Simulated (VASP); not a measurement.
Set up this calculation in VASP 6.6.1, as the native input.

- Task: single point
- Functional: r2SCAN
- Potentials or basis: VASP PAW PBE potentials, release 64 (Na_pv, F)
- Cutoff: 520 eV
- k mesh: 8 × 8 × 8
- Occupations: gaussian, width 0.05 eV
- Spin: no spin polarisation
- Dipole correction: no
- Further INCAR settings: ALGO = Normal; EDIFF = 1e-06; NBANDS = 14

Crystal: NaF.

```
Na F
1.0
     0.00000    2.35815    2.35815
     2.35815    0.00000    2.35815
     2.35815    2.35815    0.00000
Na F
1 1
Direct
  0.00000 0.00000 0.00000
  0.50000 0.50000 0.50000
```

This cell differs from its parent crystal: strain +0.015 along x and y, +0.015 along z.

The input as run:

POSCAR

```
NaF
1.0
    0.0000000000      2.3581495000      2.3581495000
    2.3581495000      0.0000000000      2.3581495000
    2.3581495000      2.3581495000      0.0000000000
Na F
1 1
Direct
    0.0000000000      0.0000000000      0.0000000000
    0.5000000000      0.5000000000      0.5000000000
```

INCAR.step1

```
  PREC = Accurate
  ENCUT = 520
  ISMEAR = 0
  SIGMA = 0.05
  LREAL = F
  LASPH = T
  NELM = 80
  NBANDS = 14
  GGA = PE
  ALGO = Normal
  EDIFF = 1E-4
  LWAVE = T
  LCHARG = F
```

INCAR.step2

```
  PREC = Accurate
  ENCUT = 520
  EDIFF = 1E-6
  ISMEAR = 0
  SIGMA = 0.05
  LREAL = F
  LASPH = T
  NELM = 80
  ALGO = Normal
  ISIF = 2
  LWAVE = F
  LCHARG = F
  METAGGA = R2SCAN
  LMIXTAU = T
  NBANDS = 14
  ISTART = 1
```

KPOINTS

```
regular mesh
0
Gamma
  8 8 8
```

Potentials or basis: VASP PAW PBE potentials, release 64 (Na_pv, F).

Run with:

```console
$ cat potpaw_PBE.64/Na_pv/POTCAR potpaw_PBE.64/F/POTCAR > POTCAR
$ cp INCAR.step1 INCAR
$ mpirun -np 1 vasp_std > vasp.out
$ cp INCAR.step2 INCAR
$ mpirun -np 1 vasp_std > vasp.out
```

It gave:

```yaml
Pressure: -4.0 GPa
Band_gap_on_the_k_mesh: 6.88 eV, direct
```

Caveat: the cell differs from its parent crystal (strain +0.015 along x and y, +0.015 along z); the PAW data sets were made with another functional, which shifts forces and pressure a little.

Run time: 27 s on 1 thread of Intel(R) Xeon(R) 6975P-C (Granite Rapids), on a shared host, peak memory 0.15 GiB.
